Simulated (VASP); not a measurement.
# ZnCd2N2 (P1) in VASP: notebook, part 2 of 2

VASP 6.6.1. Earlier steps stand in the parts before.

## Step 3: Single point, r2SCAN

File POSCAR:

```
ZnCd2N2
1.0
    3.4006576366     -1.9714786562      0.0000000000
    3.4006576366      1.9714786562      0.0000000000
   -2.2745659112      0.0000000000      6.5310990563
Cd Zn N
2 1 2
Direct
    0.7190370000      0.7150800000      0.1739130000
    0.2920210000      0.2709630000      0.8309360000
    0.5097240000      0.4841070000      0.4927210000
    0.5846240000      0.6066930000      0.7878620000
    0.4073110000      0.3996650000      0.2197620000
```

File INCAR.step1:

```
PREC     = Accurate       # precision mode
ENCUT    = 520            # plane-wave cutoff, eV
ISMEAR   = 0              # smearing method
SIGMA    = 0.01           # smearing width, eV
LREAL    = F              # projectors in reciprocal space
LASPH    = T              # aspherical terms in the spheres
NELM     = 60             # most SCF steps
NBANDS   = 31             # bands
GGA      = PE             # functional
ALGO     = Normal         # electronic algorithm
EDIFF    = 1E-4           # SCF threshold, eV
LWAVE    = T              # write WAVECAR
LCHARG   = F              # write CHGCAR
```

File INCAR.step2:

```
PREC     = Accurate       # precision mode
ENCUT    = 520            # plane-wave cutoff, eV
EDIFF    = 1E-6           # SCF threshold, eV
ISMEAR   = 0              # smearing method
SIGMA    = 0.01           # smearing width, eV
LREAL    = F              # projectors in reciprocal space
LASPH    = T              # aspherical terms in the spheres
NELM     = 60             # most SCF steps
ALGO     = Normal         # electronic algorithm
ISIF     = 2              # what is computed and relaxed
LWAVE    = F              # write WAVECAR
LCHARG   = T              # write CHGCAR
METAGGA  = R2SCAN         # meta-GGA
LMIXTAU  = T            
LELF     = T              # ELF
LVHAR    = T            
NBANDS   = 31             # bands
ISTART   = 1
```

File KPOINTS:

```
regular mesh
0
Gamma
  6 6 3
```

Potentials or basis: VASP PAW PBE potentials, release 64 (Cd, Zn, N).

Launch:

```
$ cat potpaw_PBE.64/Cd/POTCAR potpaw_PBE.64/Zn/POTCAR potpaw_PBE.64/N/POTCAR > POTCAR
$ cp INCAR.step1 INCAR
$ mpirun -np 1 vasp_std > vasp.out
$ cp INCAR.step2 INCAR
$ mpirun -np 1 vasp_std > vasp.out
```

OUTCAR:

```text
PREC = Accurate
   ENCUT = 520
   EDIFF = 1E-6
   ISMEAR = 0
   LREAL = F
   LASPH = T
   NELM = 60
   ISIF = 2
   METAGGA = R2SCAN
   ISTART = 1

 ion  position               nearest neighbor table
   1  0.719  0.715  0.174-   5 2.26   5 2.30   5 2.32   4 2.52   3 3.05   3 3.07   3 3.13   2 3.13
                             2 3.20   2 3.24
   2  0.292  0.271  0.831-   4 2.24   4 2.25   4 2.38   5 2.54   1 3.13   3 3.14   3 3.18   3 3.19
                             1 3.20   1 3.24
   3  0.510  0.484  0.493-   5 1.78   4 1.93   1 3.05   1 3.07   1 3.13   2 3.14   2 3.18   2 3.19
[... 1027 lines left out ...]
  -------------------------------------------------------------------------------------
  Total       -0.6680728     -1.8199178     -1.4513148      0.5483893     -0.0095366     -0.0012262
  in kB      -12.2225863    -33.2959258    -26.5522268     10.0329426     -0.1744749     -0.0224331
  external PRESSURE =     -24.0235797 kB  Pullay stress =       0.0000000 kB

 VOLUME and BASIS-vectors are now :
 -----------------------------------------------------------------------------
  energy-cutoff  :      520.00
  volume of cell :       87.57
      direct lattice vectors                 reciprocal lattice vectors
     3.400657637 -1.971478656  0.000000000     0.147030385 -0.253616745  0.051205823
     3.400657637  1.971478656  0.000000000     0.147030385  0.253616745  0.051205823
    -2.274565911  0.000000000  6.531099056     0.000000000  0.000000000  0.153113586

 POSITION                                       TOTAL-FORCE (eV/Angst)
 -----------------------------------------------------------------------------------
      4.48136     -0.00780      1.13584         0.274312     -0.065846     -0.158850
      0.02450     -0.04152      5.42693        -0.196250      0.367640     -0.108190
      2.25895     -0.05050      3.21801        -0.016704      0.168588      2.300646
      2.25922      0.04351      5.14560         0.118383     -0.459890     -0.941697
      2.24439     -0.01507      1.43529        -0.179742     -0.010492     -1.091909
 -----------------------------------------------------------------------------------
    total drift:                                0.003660     -0.014761      0.007399

  FREE ENERGIE OF THE ION-ELECTRON SYSTEM (eV)
  ---------------------------------------------------
  free  energy   TOTEN  =       -65.8109138361 eV

  energy  without entropy=      -65.8108093566  energy(sigma->0) =      -65.81086160
```

OSZICAR.step1:

```text
N       E                     dE             d eps       ncg     rms          rms(c)
DAV:   1     0.395845667685E+03    0.39585E+03   -0.23235E+04  3472   0.168E+03
DAV:   2     0.144363116146E+02   -0.38141E+03   -0.35809E+03  3640   0.418E+02
DAV:   3    -0.215658160352E+02   -0.36002E+02   -0.35219E+02  4113   0.127E+02
DAV:   4    -0.224737471783E+02   -0.90793E+00   -0.90676E+00  3668   0.212E+01
DAV:   5    -0.224817212636E+02   -0.79741E-02   -0.79716E-02  4032   0.188E+00    0.171E+01
DAV:   6    -0.171371410695E+02    0.53446E+01   -0.19088E+01  5207   0.685E+01    0.109E+01
DAV:   7    -0.172861921257E+02   -0.14905E+00   -0.49188E+00  3640   0.243E+01    0.696E+00
DAV:   8    -0.172643674781E+02    0.21825E-01   -0.94437E-01  4048   0.987E+00    0.175E+00
DAV:   9    -0.172049907852E+02    0.59377E-01   -0.18040E-01  4319   0.579E+00    0.546E-01
DAV:  10    -0.172039959407E+02    0.99484E-03   -0.29921E-02  3703   0.107E+00    0.261E-01
DAV:  11    -0.172044626555E+02   -0.46671E-03   -0.19738E-03  3934   0.345E-01    0.149E-01
DAV:  12    -0.172046229370E+02   -0.16028E-03   -0.41169E-04  2827   0.141E-01    0.313E-02
DAV:  13    -0.172046312756E+02   -0.83386E-05   -0.39899E-05  1981   0.568E-02
   1 F= -.17204631E+02 E0= -.17204579E+02  d E =-.104480E-03
```

It took 4.6 min on 1 thread of Intel Xeon 6975P-C (Granite Rapids), shared host; peak memory 0.32 GiB.

Results:

- Free energy: -65.8109 eV
- Pressure: -2.4 GPa
- Largest force: 2.307 eV/Å
- Band gap on the k mesh: zero (bands 23 and 24 overlap by 0.24 eV)

Forces in eV/Å, atoms in the order of the input:
```
Cd   0.274 -0.066 -0.159
Cd  -0.196  0.368 -0.108
Zn  -0.017  0.169  2.301
N    0.118 -0.460 -0.942
N   -0.180 -0.010 -1.092
```

Caveat: semilocal functionals underestimate gaps, and a narrow one can read as zero; the PAW data sets were made with another functional, which shifts forces and pressure a little.
